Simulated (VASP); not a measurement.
Runs of VASP 6.6.1 on HgH8. It takes space group Cm (No. 8, monoclinic). The conventional cell has a = 11.742 Å, b = 7.885 Å, c = 4.785 Å, α = 90.00°, β = 108.39°, γ = 90.00°. Within 5.5 Å of Hg (site symmetry m) lie 33 H at 3.40 to 5.45 Å and 2 Hg at 4.78 Å. H (site symmetry 1) has 1 H at 0.75 Å within 1.0 Å. Within 1.0 Å of H (site symmetry 1) lie 1 H at 0.75 Å. H (site symmetry m) has 1 H at 0.75 Å within 1.0 Å. Within 1.0 Å of H (site symmetry m) lie 1 H at 0.75 Å. H (site symmetry m) has 1 H at 0.75 Å within 1.0 Å. Within 1.0 Å of H (site symmetry m) lie 1 H at 0.75 Å. The cell was built from a structure type or drawn by symmetry, and may not be a known phase.

```tsv
task	level	cell	k mesh	cutoff (eV)	smearing	gap on the mesh (eV)	pressure (GPa)	largest force (eV/Å)
relaxation of cell and atoms	PBE	relaxed	4 × 4 × 6	600	gaussian 0.02 eV	4.56	0.0	0.01
single point	r2SCAN	as given	4 × 4 × 6	520	gaussian 0.02 eV	4.94	(a)	0.31
single point	PBE	as given	4 × 4 × 4	520	gaussian 0.1 eV	4.56	-0.1	0.01
single point	PBE	as given	4 × 4 × 6	520	gaussian 0.02 eV	4.56	-0.1	0.02
```

Alike in all rows: potentials or basis VASP PAW PBE potentials, release 64 (Hg, H); no spin polarisation.

Estimate the missing entries.

(a) -0.4.

Caveats: spin-orbit coupling is left out, which moves the levels of the heavy elements; the PAW data sets were made with another functional, which shifts forces and pressure a little (at least some runs).

A k mesh can miss the band edges, and the runs leave out spin-orbit coupling on Hg.
